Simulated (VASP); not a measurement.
# Pb in VASP: further runs, part 2 of 3

VASP 6.6.1. The steps go on from the part before.

## (3) Single point, PBEsol (equal xx and yy strain of -3 %)

Input file INCAR:

```
SYSTEM = Pb
PREC = Accurate ; ENCUT = 520
EDIFF = 1E-7 ; ISMEAR = -1
SIGMA = 0.05 ; LREAL = .FALSE.
LASPH = .TRUE. ; NELM = 80
ALGO = Normal ; ISIF = 2
LWAVE = .FALSE. ; LCHARG = .FALSE.
GGA = PS ; NBANDS = 21
```

Input file KPOINTS:

```
Automatic mesh
0
G
  12 12 7
  0 0 0
```

Input file POSCAR:

```
Pb
1.0
    3.3756006699      0.0000000000      0.0000000000
   -1.6878003349      2.9233559331      0.0000000000
    0.0000000000      0.0000000000      5.5900000000
Pb
2
Direct
    0.3333333333      0.6666666667      0.2500000000
    0.6666666667      0.3333333333      0.7500000000
```

Potentials or basis: VASP PAW PBE potentials, release 64 (Pb_d).

Command:

```console
$ cat potpaw_PBE.64/Pb_d/POTCAR > POTCAR
$ mpirun -np 1 vasp_std > vasp.out
```

OUTCAR:

```text
SYSTEM = Pb
   PREC = Accurate
   ENCUT = 520
   EDIFF = 1E-7
   ISMEAR = -1
   LREAL = .FALSE.
   LASPH = .TRUE.
   NELM = 80
   ISIF = 2
   GGA = PS

 ion  position               nearest neighbor table
   1  0.333  0.667  0.250-   2 3.41   2 3.41   2 3.41   2 3.41   2 3.41   2 3.41
   2  0.667  0.333  0.750-   1 3.41   1 3.41   1 3.41   1 3.41   1 3.41   1 3.41

  LATTYP: Found a hexagonal cell.
 ALAT       =     3.3756006699
 C/A-ratio  =     1.6560015673

  Lattice vectors:

 A1 = (   3.3756006699,   0.0000000000,   0.0000000000)
 A2 = (  -1.6878003349,   2.9233559331,   0.0000000000)
 A3 = (   0.0000000000,   0.0000000000,   5.5900000000)

Analysis of symmetry for initial positions (statically):
=====================================================================
 Subroutine PRICEL returns:
 Original cell was already a primitive cell.

 Routine SETGRP: Setting up the symmetry group for a
 hexagonal supercell.

 Subroutine GETGRP returns: Found 24 space group operations
 (whereof 12 operations were pure point group operations)
 out of a pool of 24 trial point group operations.

The static configuration has the point symmetry D_3d.
 The point group associated with its full space group is D_6h.

Analysis of symmetry for dynamics (positions and initial velocities):
=====================================================================
 Subroutine PRICEL returns:
 Original cell was already a primitive cell.

 Routine SETGRP: Setting up the symmetry group for a
 hexagonal supercell.

 Subroutine GETGRP returns: Found 24 space group operations
 (whereof 12 operations were pure point group operations)
 out of a pool of 24 trial point group operations.

The dynamic configuration has the point symmetry D_3d.
 The point group associated with its full space group is D_6h.

 Subroutine INISYM returns: Found 24 space group operations
 (whereof 12 operations are pure point group operations),
 and found     1 'primitive' translations

[... 108 lines left out ...]
   EFERMI =   0.00;   METHOD = LEGACY
   ISMEAR =    -1;   SIGMA  =   0.05  broadening in eV -4-tet -1-fermi 0-gaus
   EFERMI_NEDOS =   21; number of points for ismear=-14 and -15
   IALGO  =     38    algorithm
   IMIX   =      4    mixing-type and parameters
     AMIX     =   0.40;   BMIX     =  1.00
     AMIX_MAG =   1.60;   BMIX_MAG =  1.00
  volume/ion in A,a.u.               =      27.58       186.13
  Fermi-wavevector in a.u.,A,eV,Ry     =   1.305908  2.467809 23.203325  1.705396
  Thomas-Fermi vector in A             =   2.436746
   LORBIT       =      0    0 simple, 1 ext, 2 COOP (PROOUT), +10 PAW based schemes
   GGA     = PS    functional components
   LHFCALC =     F    Hartree Fock is set to
   AEXX    =    0.0000 exact exchange contribution
   IVDW    =     0    specifies the selected vdW correction
   LEPSILON=     F    determine dielectric tensor
   LRPA    =     F    only Hartree local field effects (RPA)
 non-spin polarized calculation
  energy-cutoff  :      520.00
  volume of cell :       55.16
 maximum number of plane-waves:      1521
 NGX is ok and might be reduce to    28
   NGX = 13   NGY = 13   NGZ = 21

 number of electron      28.0000003 magnetization

 Free energy of the ion-electron system (eV)
  ---------------------------------------------------
  ext. energy  EPLUGINS =         0.00000000
  ---------------------------------------------------
  free energy    TOTEN  =        -7.89966121 eV

  energy without entropy =       -7.88835807  energy(sigma->0) =       -7.89400964

 E-fermi :   8.1590     XC(G=0): -10.8061

 val. band max:        8.1460805838   @ k =   0.4167   0.0833   0.1429
 cond. band min:       8.1632654614   @ k =   0.1667  -0.0000   0.4286
 fundamental gap:      0.0171848776
 Fermi energy:         8.1590041243

 k-point     1 :       0.0000    0.0000    0.0000
  band No.  band energies     occupation
      1      -8.9300      2.00000
      2      -8.8789      2.00000
      3      -8.8426      2.00000
      4      -8.8426      2.00000
      5      -8.8146      2.00000
      6      -8.8146      2.00000
[... 565 lines left out ...]
     20      16.7478      0.00000
     21      18.4319      0.00000

 [... further k-points ...]

------------------------ aborting loop because EDIFF is reached ----------------------------------------

  FORCE on cell =-STRESS in cart. coord.  units (eV):
  Direction    XX          YY          ZZ          XY          YZ          ZX
  --------------------------------------------------------------------------------------
  -------------------------------------------------------------------------------------
  Total        1.6665716      1.6665716      1.5644994      0.0000000      0.0000000      0.0000000
  in kB       48.4049749     48.4049749     45.4403224      0.0000000      0.0000000      0.0000000
  external PRESSURE =      47.4167574 kB  Pullay stress =       0.0000000 kB

 VOLUME and BASIS-vectors are now :
 -----------------------------------------------------------------------------
  energy-cutoff  :      520.00
  volume of cell :       55.16
      direct lattice vectors                 reciprocal lattice vectors
     3.375600670  0.000000000  0.000000000     0.296243572  0.171036306  0.000000000
    -1.687800335  2.923355933  0.000000000     0.000000000  0.342072612  0.000000000
     0.000000000  0.000000000  5.590000000     0.000000000  0.000000000  0.178890877

 POSITION                                       TOTAL-FORCE (eV/Angst)
 -----------------------------------------------------------------------------------
     -0.00000      1.94890      1.39750        -0.000000     -0.000000      0.000000
      1.68780      0.97445      4.19250         0.000000      0.000000      0.000000
 -----------------------------------------------------------------------------------
    total drift:                               -0.000000      0.000000      0.000000

  FREE ENERGIE OF THE ION-ELECTRON SYSTEM (eV)
  ---------------------------------------------------
  free  energy   TOTEN  =        -7.8996612140 eV

  energy  without entropy=       -7.8883580687  energy(sigma->0) =       -7.89400964
```

OSZICAR:

```text
N       E                     dE             d eps       ncg     rms          rms(c)
DAV:   1     0.293798153866E+03    0.29380E+03   -0.14396E+04  3197   0.169E+03
DAV:   2     0.129211691427E+02   -0.28088E+03   -0.27433E+03  3227   0.410E+02
DAV:   3    -0.729799021603E+01   -0.20219E+02   -0.19996E+02  3848   0.136E+02
DAV:   4    -0.791311833884E+01   -0.61513E+00   -0.61477E+00  3850   0.265E+01
DAV:   5    -0.794269233986E+01   -0.29574E-01   -0.29573E-01  4411   0.534E+00    0.977E-01
DAV:   6    -0.790927302179E+01    0.33419E-01   -0.55514E-02  4444   0.336E+00    0.447E-01
DAV:   7    -0.790034530289E+01    0.89277E-02   -0.19420E-02  4462   0.192E+00    0.127E-01
DAV:   8    -0.789966082208E+01    0.68448E-03   -0.10449E-03  4332   0.440E-01    0.107E-02
DAV:   9    -0.789966162376E+01   -0.80168E-06   -0.23210E-05  4639   0.638E-02    0.574E-03
DAV:  10    -0.789966118001E+01    0.44375E-06   -0.14182E-06  4197   0.947E-03    0.821E-04
DAV:  11    -0.789966121402E+01   -0.34009E-07   -0.90255E-08  2410   0.470E-03
   1 F= -.78996612E+01 E0= -.78940096E+01  d E =-.113031E-01
```

stdout:

```text
POSCAR found type information on POSCAR Pb
 POSCAR found :  1 types and       2 ions
 scaLAPACK will be used
 -----------------------------------------------------------------------------
|                                                                             |
|                                                                             |
|     You enforced a specific xc type in the INCAR file but a different       |
|     I HOPE YOU KNOW WHAT YOU ARE DOING!                                     |
|                                                                             |
 -----------------------------------------------------------------------------

 LDA part: xc-table for (Slater+PW92), standard interpolation
 POSCAR, INCAR and KPOINTS ok, starting setup
 FFT: planning ... GRIDC
 FFT: planning ... GRID_SOFT
 FFT: planning ... GRID
 WAVECAR not read
 entering main loop
```

Wall time 30 s (1 thread of Intel Xeon 6975P-C (Granite Rapids), shared host); peak memory 0.21 GiB.

What came out:

```yaml
Free_energy: -7.8997 eV
Pressure: 4.7 GPa
Band_gap_on_the_k_mesh: zero (bands 14 and 15 overlap by 8.53 eV)
```

Caveat: the cell differs from its parent crystal (equal xx and yy strain of -3 %); the cell stands under pressure; the PAW data sets were made with another functional, which shifts forces and pressure a little; spin-orbit coupling is left out, which moves the levels of the heavy elements.

(Part 2 of 3 ends here.)
